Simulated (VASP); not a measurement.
Wanted: the native input for a VASP 6.6.1 run.

```yaml
Task: relaxation of cell and atoms
Functional: PBE
Potentials_or_basis: VASP PAW PBE potentials, release 64 (Cd)
Cutoff: 600 eV
k_mesh: 20 × 20 × 20
Occupations: fermi-dirac, width 0.1 eV
Spin: no spin polarisation
Target_pressure: 420 GPa
Dipole_correction: no
Further_INCAR_settings: ALGO = Normal; EDIFF = 1e-06; IBRION = 2; EDIFFG = -0.005; NSW = 60; ISIF = 3
```

The structure of Cd lies in POSCAR:

```
Cd
1.0
   -1.3363528953      1.3363528953      1.3363528953
    1.3363528953     -1.3363528953      1.3363528953
    1.3363528953      1.3363528953     -1.3363528953
Cd
1
Direct
    0.0000000000      0.0000000000      0.0000000000
```

This isn't the form of Cd at room conditions, which is hcp.

These files were run (other wordings do the same):

INCAR

```
ALGO = Normal
EDIFF = 1E-6
EDIFFG = -0.005
ENCUT = 600
GGA = PE
IBRION = 2
ISIF = 3
ISMEAR = -1
LASPH = True
LCHARG = False
LREAL = False
LWAVE = False
NELM = 60
NSW = 60
PREC = Accurate
PSTRESS = 4200.0
SIGMA = 0.1
```

KPOINTS

```
k-points
0
Gamma
  20 20 20
```

Potentials or basis: VASP PAW PBE potentials, release 64 (Cd).

Command:

```bash
$ cat potpaw_PBE.64/Cd/POTCAR > POTCAR
$ mpirun -np 1 vasp_std > vasp.out
```

It gave:

```yaml
Relaxed_volume: 9.70 Å³/atom
Relaxed_cell: a = 2.327 Å, b = 2.327 Å, c = 2.327 Å, α = 109.47°, β = 109.47°, γ = 109.47°
Space_group_after_relaxing_to_0.1_Å: Im-3m (No. 229)
Energy_change_on_relaxing_the_run_minimises_the_enthalpy: -410.9 meV/atom
Ionic_steps: 7
Pressure_after_relaxing: 420.0 GPa
Band_gap_on_the_k_mesh: zero (bands 6 and 7 overlap by 2.57 eV)
```

Caveat: the cell is relaxed towards a set pressure, so the run minimises the enthalpy, not the energy.

Run time: 40 s on 1 thread of AMD EPYC 9R45 96-Core Processor (Zen 5), with other jobs on the host, peak memory 0.12 GiB.
